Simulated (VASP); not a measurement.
# PtSe2 (P-3m1) in VASP: a series of runs

Aim: see how the results for PtSe2 move with the level of theory and the settings. Levels: HSE06, PBEsol. Tasks: single point.

Everything below comes from runs of VASP 6.6.1. Logs are shortened: lines on timing, memory, paths and dates and some standing lists are left out, and cuts for length are marked.

### Step 1. The cell of the first run

It takes space group P-3m1 (No. 164, trigonal). The conventional cell has a = 3.729 Å, b = 3.729 Å, c = 5.277 Å, α = 90.00°, β = 90.00°, γ = 120.00°. Within 3.3 Å of Pt (site symmetry -3m) lie 6 Se at 2.51 Å. Within 3.3 Å of Se (site symmetry 3m) lie 3 Pt at 2.51 Å.

### Step 2. Single point, HSE06

The input, POSCAR:

```
PtSe2
1.0
    3.7286503637      0.0000000000      0.0000000000
   -1.8643251819      3.2291059368      0.0000000000
    0.0000000000      0.0000000000      5.2771566385
Pt Se
1 2
Direct
    0.0000000000      0.0000000000      0.0000000000
    0.3333333333      0.6666666667      0.2462188963
    0.6666666667      0.3333333333      0.7537811037
```

The input, INCAR.step1:

```
  PREC = Accurate
  ENCUT = 520
  EDIFF = 1E-5
  ISMEAR = -1
  SIGMA = 0.02
  LREAL = F
  LASPH = T
  NELM = 100
  ALGO = Normal
  ISIF = 2
  LWAVE = T
  LCHARG = F
  NBANDS = 18
  GGA = PE
```

The input, INCAR.step2:

```
  PREC = Accurate
  ENCUT = 520
  EDIFF = 1E-6
  ISMEAR = -1
  SIGMA = 0.02
  LREAL = F
  LASPH = T
  NELM = 100
  ALGO = Normal
  ISIF = 2
  LWAVE = F
  LCHARG = F
  GGA = PE
  LHFCALC = T
  HFSCREEN = 0.2079
  PRECFOCK = Normal
  NBANDS = 18
  ISTART = 1
```

The input, KPOINTS:

```
regular mesh
0
Gamma
  6 6 2
```

Potentials or basis: VASP PAW PBE potentials, release 64 (Pt, Se).

On the command line:

```
$ cat potpaw_PBE.64/Pt/POTCAR potpaw_PBE.64/Se/POTCAR > POTCAR
$ cp INCAR.step1 INCAR
$ mpirun -np 1 vasp_std > vasp.out
$ cp INCAR.step2 INCAR
$ mpirun -np 1 vasp_std > vasp.out
```

OUTCAR:

```text
PREC = Accurate
   ENCUT = 520
   EDIFF = 1E-6
   ISMEAR = -1
   LREAL = F
   LASPH = T
   NELM = 100
   ISIF = 2
   GGA = PE
   LHFCALC = T
   HFSCREEN = 0.2079
   PRECFOCK = Normal
   ISTART = 1

 ion  position               nearest neighbor table
   1  0.000  0.000  0.000-   2 2.51   3 2.51   3 2.51   2 2.51   3 2.51   2 2.51
   2  0.333  0.667  0.246-   1 2.51   1 2.51   1 2.51
   3  0.667  0.333  0.754-   1 2.51   1 2.51   1 2.51

  LATTYP: Found a hexagonal cell.
 ALAT       =     3.7286503637
 C/A-ratio  =     1.4152994043

  Lattice vectors:

 A1 = (   3.7286503637,   0.0000000000,   0.0000000000)
 A2 = (  -1.8643251819,   3.2291059368,   0.0000000000)
 A3 = (   0.0000000000,   0.0000000000,   5.2771566385)

Analysis of symmetry for initial positions (statically):
=====================================================================
 Subroutine PRICEL returns:
 Original cell was already a primitive cell.

 Routine SETGRP: Setting up the symmetry group for a
 hexagonal supercell.

 Subroutine GETGRP returns: Found 12 space group operations
 (whereof 12 operations were pure point group operations)
 out of a pool of 24 trial point group operations.

The static configuration has the point symmetry D_3d.

Analysis of symmetry for dynamics (positions and initial velocities):
=====================================================================
 Subroutine PRICEL returns:
 Original cell was already a primitive cell.

 Routine SETGRP: Setting up the symmetry group for a
 hexagonal supercell.

 Subroutine GETGRP returns: Found 12 space group operations
 (whereof 12 operations were pure point group operations)
 out of a pool of 24 trial point group operations.

The dynamic configuration has the point symmetry D_3d.

 Subroutine INISYM returns: Found 12 space group operations
 (whereof 12 operations are pure point group operations),
 and found     1 'primitive' translations

----------------------------------------------------------------------------------------

                                     Primitive cell

  volume of cell :      63.5381
[... 80 lines left out ...]
   EDIFF  = 0.1E-05   stopping-criterion for ELM
   LREAL  =      F    real-space projection
   EDIFFG = 0.1E-04   stopping-criterion for IOM
   NSW    =      0    number of steps for IOM
   IBRION =     -1    ionic relax: 0-MD 1-quasi-New 2-CG
   NFREE  =      0    steps in history (QN), initial steepest desc. (CG)
   ISIF   =      2    stress and relaxation
   ISYM   =      3    0-nonsym 1-usesym 2-fastsym
   POTIM  = 0.5000    time-step for ionic-motion
   TEBEG  =    0.0;   TEEND  =   0.0 temperature during run
   PSTRESS=    0.0 pullay stress
   NELECT =      22.0000    total number of electrons
   NUPDOWN=      -1.0000    fix difference up-down
   EMIN   =  10.00;   EMAX   =-10.00  energy-range for DOS
   EFERMI =   0.00;   METHOD = LEGACY
   ISMEAR =    -1;   SIGMA  =   0.02  broadening in eV -4-tet -1-fermi 0-gaus
   EFERMI_NEDOS =   21; number of points for ismear=-14 and -15
   IALGO  =     38    algorithm
   IMIX   =      1    mixing-type and parameters
     AMIX     =   0.40;   BMIX     =  1.00
     AMIX_MAG =   1.60;   BMIX_MAG =  1.00
  volume/ion in A,a.u.               =      21.18       142.93
  Fermi-wavevector in a.u.,A,eV,Ry     =   1.149576  2.172384 17.980444  1.321525
  Thomas-Fermi vector in A             =   2.286245
   LORBIT       =      0    0 simple, 1 ext, 2 COOP (PROOUT), +10 PAW based schemes
   GGA     = PE    functional components
   LHFCALC =     T    Hartree Fock is set to
   PRECFOCK=normal    Normal, Fast or Accurate (Low or Medium for compatibility)
   ENCUT4O =  -1.0   cutoff for four orbital integrals eV
   NKREDX  =     1    reduce k-point grid by
   NKREDY  =     1    reduce k-point grid by
   NKREDZ  =     1    reduce k-point grid by
   AEXX    =    0.2500 exact exchange contribution
   HFSCREEN=    0.2079 screening length (either q_TF or 0.3 A-1)
   HFSCREENC=   0.2079 screening length for correlation (either q_TF or 0.3 A-1)
   ENCUTFOCK=  -1.0 apply spherical cutoff to Coloumb kernel
   IVDW    =     0    specifies the selected vdW correction
   LEPSILON=     F    determine dielectric tensor
   LRPA    =     F    only Hartree local field effects (RPA)
 non-spin polarized calculation
  energy-cutoff  :      520.00
  volume of cell :       63.54
 maximum number of plane-waves:      1728
 NGX is ok and might be reduce to    28
  NGX = 24; NGY = 24; NGZ = 30

 number of electron      21.9999999 magnetization

 Free energy of the ion-electron system (eV)
  ---------------------------------------------------
  ext. energy  EPLUGINS =         0.00000000
  ---------------------------------------------------
  free energy    TOTEN  =       -17.22498134 eV

  energy without entropy =      -17.22485995  energy(sigma->0) =      -17.22492064

 E-fermi :   5.9923     XC(G=0):  -8.5875

 val. band max:        5.9138046490   @ k =   0.0000   0.0000   0.0000
 cond. band min:       6.0987233792   @ k =   0.3333   0.3333   0.0000
 fundamental gap:      0.1849187302
 Fermi energy:         5.9922536737

 k-point     1 :       0.0000    0.0000    0.0000
  band No.  band energies     occupation
      1     -11.3270      2.00000
      2      -8.5550      2.00000
      3      -2.2330      2.00000
      4      -1.3782      2.00000
      5      -1.3782      2.00000
      6       0.7931      2.00000
[... 271 lines left out ...]
      5      -1.1900      2.00000
      6       0.6079      2.00000
[... 10 lines left out ...]
     17      14.0511      0.00000
     18      16.5727      0.00000

------------------------ aborting loop because EDIFF is reached ----------------------------------------

  FORCE on cell =-STRESS in cart. coord.  units (eV):
  Direction    XX          YY          ZZ          XY          YZ          ZX
  --------------------------------------------------------------------------------------
  -------------------------------------------------------------------------------------
  Total       -0.3808238     -0.3808238     -0.0964055      0.0000000     -0.0000000     -0.0000000
  in kB       -9.6028618     -9.6028618     -2.4309624      0.0000000     -0.0000000     -0.0000000
  external PRESSURE =      -7.2122286 kB  Pullay stress =       0.0000000 kB

 VOLUME and BASIS-vectors are now :
 -----------------------------------------------------------------------------
  energy-cutoff  :      520.00
  volume of cell :       63.54
      direct lattice vectors                 reciprocal lattice vectors
     3.728650364  0.000000000  0.000000000     0.268193556  0.154841622  0.000000000
    -1.864325182  3.229105937  0.000000000     0.000000000  0.309683243  0.000000000
     0.000000000  0.000000000  5.277156639     0.000000000  0.000000000  0.189495986

 POSITION                                       TOTAL-FORCE (eV/Angst)
 -----------------------------------------------------------------------------------
      0.00000      0.00000      0.00000        -0.000000      0.000000      0.000000
     -0.00000      2.15274      1.29934         0.000000      0.000000     -0.300781
      1.86433      1.07637      3.97782        -0.000000     -0.000000      0.300781
 -----------------------------------------------------------------------------------
    total drift:                               -0.000000     -0.000000     -0.000009

  FREE ENERGIE OF THE ION-ELECTRON SYSTEM (eV)
  ---------------------------------------------------
  free  energy   TOTEN  =       -17.2249813377 eV

  energy  without entropy=      -17.2248599458  energy(sigma->0) =      -17.22492064
```

OUTCAR.step1:

```text
PREC = Accurate
   ENCUT = 520
   EDIFF = 1E-5
   ISMEAR = -1
   LREAL = F
   LASPH = T
[... 506 lines left out ...]
      0.00000      0.00000      0.00000        -0.000000      0.000000      0.000000
     -0.00000      2.15274      1.29934         0.000000      0.000000      0.236730
      1.86433      1.07637      3.97782        -0.000000     -0.000000     -0.236730
 -----------------------------------------------------------------------------------
    total drift:                               -0.000000      0.000000      0.000000

  FREE ENERGIE OF THE ION-ELECTRON SYSTEM (eV)
  ---------------------------------------------------
  free  energy   TOTEN  =       -14.2482847556 eV

  energy  without entropy=      -14.2470339362  energy(sigma->0) =      -14.24765935
```

Wall time 15 min (1 thread of Intel Xeon 6975P-C (Granite Rapids), shared host); peak memory 0.3 GiB.

What came out:

| Quantity | Value |
| --- | --- |
| Free energy | -17.2250 eV |
| Pressure | -0.7 GPa |
| Largest force | 0.301 eV/Å |
| Band gap on the k mesh | 0.18 eV, indirect (least direct gap 1.69 eV) |

Forces in eV/Å, atoms in the order of the input:
```
Pt   0.000  0.000  0.000
Se   0.000  0.000 -0.301
Se   0.000  0.000  0.301
```

Caveat: the k points lie up to 0.60 Å⁻¹ apart; the PAW data sets were made with another functional, which shifts forces and pressure a little; spin-orbit coupling is left out, which moves the levels of the heavy elements. A k mesh can miss the band edges.

### Step 3. Single point, PBEsol

The input, INCAR:

```
PREC     = Accurate       # precision mode
ENCUT    = 500            # plane-wave cutoff, eV
EDIFF    = 1E-6           # SCF threshold, eV
ISMEAR   = -1             # smearing method
SIGMA    = 0.02           # smearing width, eV
LREAL    = F              # projectors in reciprocal space
LASPH    = T              # aspherical terms in the spheres
NELM     = 120            # most SCF steps
ALGO     = Normal         # electronic algorithm
ISIF     = 2              # what is computed and relaxed
LWAVE    = F              # write WAVECAR
LCHARG   = F              # write CHGCAR
GGA      = PS             # functional
NBANDS   = 18             # bands
GGA_COMPAT= F
```

The input, KPOINTS:

```
Automatic mesh
0
Gamma
  8 8 1
```

POSCAR is that of step 2.

Potentials or basis: VASP PAW PBE potentials, release 64 (Pt, Se).

On the command line:

```
$ cat potpaw_PBE.64/Pt/POTCAR potpaw_PBE.64/Se/POTCAR > POTCAR
$ mpirun -np 1 vasp_std > vasp.out
```

OUTCAR:

```text
PREC = Accurate
   ENCUT = 500
   EDIFF = 1E-6
   ISMEAR = -1
   LREAL = F
   LASPH = T
   NELM = 120
   ISIF = 2
   GGA = PS

 ion  position               nearest neighbor table
   1  0.000  0.000  0.000-   2 2.51   3 2.51   3 2.51   2 2.51   3 2.51   2 2.51
   2  0.333  0.667  0.246-   1 2.51   1 2.51   1 2.51
   3  0.667  0.333  0.754-   1 2.51   1 2.51   1 2.51

  LATTYP: Found a hexagonal cell.
 ALAT       =     3.7286503637
 C/A-ratio  =     1.4152994043

  Lattice vectors:

 A1 = (   3.7286503637,   0.0000000000,   0.0000000000)
 A2 = (  -1.8643251819,   3.2291059368,   0.0000000000)
 A3 = (   0.0000000000,   0.0000000000,   5.2771566385)

Analysis of symmetry for initial positions (statically):
=====================================================================
 Subroutine PRICEL returns:
 Original cell was already a primitive cell.

 Routine SETGRP: Setting up the symmetry group for a
 hexagonal supercell.

 Subroutine GETGRP returns: Found 12 space group operations
 (whereof 12 operations were pure point group operations)
 out of a pool of 24 trial point group operations.

The static configuration has the point symmetry D_3d.

Analysis of symmetry for dynamics (positions and initial velocities):
=====================================================================
 Subroutine PRICEL returns:
 Original cell was already a primitive cell.

 Routine SETGRP: Setting up the symmetry group for a
 hexagonal supercell.

 Subroutine GETGRP returns: Found 12 space group operations
 (whereof 12 operations were pure point group operations)
 out of a pool of 24 trial point group operations.

The dynamic configuration has the point symmetry D_3d.

 Subroutine INISYM returns: Found 12 space group operations
 (whereof 12 operations are pure point group operations),
 and found     1 'primitive' translations

[... 98 lines left out ...]
   IALGO  =     38    algorithm
   IMIX   =      4    mixing-type and parameters
     AMIX     =   0.40;   BMIX     =  1.00
     AMIX_MAG =   1.60;   BMIX_MAG =  1.00
  volume/ion in A,a.u.               =      21.18       142.93
  Fermi-wavevector in a.u.,A,eV,Ry     =   1.149576  2.172384 17.980444  1.321525
  Thomas-Fermi vector in A             =   2.286245
   LORBIT       =      0    0 simple, 1 ext, 2 COOP (PROOUT), +10 PAW based schemes
   GGA     = PS    functional components
   LHFCALC =     F    Hartree Fock is set to
   AEXX    =    0.0000 exact exchange contribution
   IVDW    =     0    specifies the selected vdW correction
   LEPSILON=     F    determine dielectric tensor
   LRPA    =     F    only Hartree local field effects (RPA)
 non-spin polarized calculation
  energy-cutoff  :      500.00
  volume of cell :       63.54
 maximum number of plane-waves:      1651
 NGX is ok and might be reduce to    28
   NGX = 13   NGY = 13   NGZ = 19

 number of electron      21.9999999 magnetization

 Free energy of the ion-electron system (eV)
  ---------------------------------------------------
  ext. energy  EPLUGINS =         0.00000000
  ---------------------------------------------------
  free energy    TOTEN  =       -15.92505881 eV

  energy without entropy =      -15.92313957  energy(sigma->0) =      -15.92409919

 E-fermi :   5.8945     XC(G=0): -10.5623

 val. band max:        5.7091707268   @ k =   0.1250   0.0000   0.0000
 cond. band min:       5.9293086900   @ k =   0.2500   0.2500   0.0000
 fundamental gap:      0.2201379632
 Fermi energy:         5.8944817886

 k-point     1 :       0.0000    0.0000    0.0000
  band No.  band energies     occupation
      1      -9.5813      2.00000
      2      -7.0757      2.00000
      3      -1.1419      2.00000
      4      -0.4495      2.00000
      5      -0.4495      2.00000
      6       1.8802      2.00000
[... 187 lines left out ...]
      5       0.1384      2.00000
      6       1.0491      2.00000
[... 10 lines left out ...]
     17      14.8437      0.00000
     18      15.8643      0.00000

------------------------ aborting loop because EDIFF is reached ----------------------------------------

  FORCE on cell =-STRESS in cart. coord.  units (eV):
  Direction    XX          YY          ZZ          XY          YZ          ZX
  --------------------------------------------------------------------------------------
  -------------------------------------------------------------------------------------
  Total       -0.6831878     -0.6831878     -0.3670552      0.0000000      0.0000000      0.0000000
  in kB      -17.2272821    -17.2272821     -9.2556745      0.0000000      0.0000000      0.0000000
  external PRESSURE =     -14.5700796 kB  Pullay stress =       0.0000000 kB

 VOLUME and BASIS-vectors are now :
 -----------------------------------------------------------------------------
  energy-cutoff  :      500.00
  volume of cell :       63.54
      direct lattice vectors                 reciprocal lattice vectors
     3.728650364  0.000000000  0.000000000     0.268193556  0.154841622  0.000000000
    -1.864325182  3.229105937  0.000000000     0.000000000  0.309683243  0.000000000
     0.000000000  0.000000000  5.277156639     0.000000000  0.000000000  0.189495986

 POSITION                                       TOTAL-FORCE (eV/Angst)
 -----------------------------------------------------------------------------------
      0.00000      0.00000      0.00000        -0.000000      0.000000      0.000000
     -0.00000      2.15274      1.29934         0.000000      0.000000      0.175991
      1.86433      1.07637      3.97782         0.000000     -0.000000     -0.175991
 -----------------------------------------------------------------------------------
    total drift:                               -0.000000      0.000000      0.000000

  FREE ENERGIE OF THE ION-ELECTRON SYSTEM (eV)
  ---------------------------------------------------
  free  energy   TOTEN  =       -15.9250588057 eV

  energy  without entropy=      -15.9231395743  energy(sigma->0) =      -15.92409919
```

Wall time 8.2 s (1 thread of Intel Xeon Platinum 8488C (Sapphire Rapids), shared host); peak memory 0.17 GiB.

Results:

* Free energy: -15.9251 eV
* Pressure: -1.5 GPa
* Largest force: 0.176 eV/Å
* Band gap on the k mesh: zero (band 11 reaches 6.06 eV, above the bottom of band 12 at 5.93 eV)

Forces on the atoms (eV/Å):
```
Pt   0.000  0.000  0.000
Se   0.000  0.000  0.176
Se   0.000  0.000 -0.176
```

Levels at points of the mesh, in eV from the Fermi level:
```tsv
k point	band 7	band 8	band 9	band 10	band 11	band 12	band 13	band 14	band 15	band 16
(0.00, 0.00, 0.00)	-4.01	-2.66	-1.03	-1.03	0.16	1.48	1.48	3.70	3.85	7.26
(0.50, 0.00, 0.00)	-3.59	-3.49	-3.41	-3.32	-3.02	0.61	2.12	4.51	5.55	6.89
```

Caveat: the k points lie up to 1.19 Å⁻¹ apart; the PAW data sets were made with another functional, which shifts forces and pressure a little; spin-orbit coupling is left out, which moves the levels of the heavy elements.
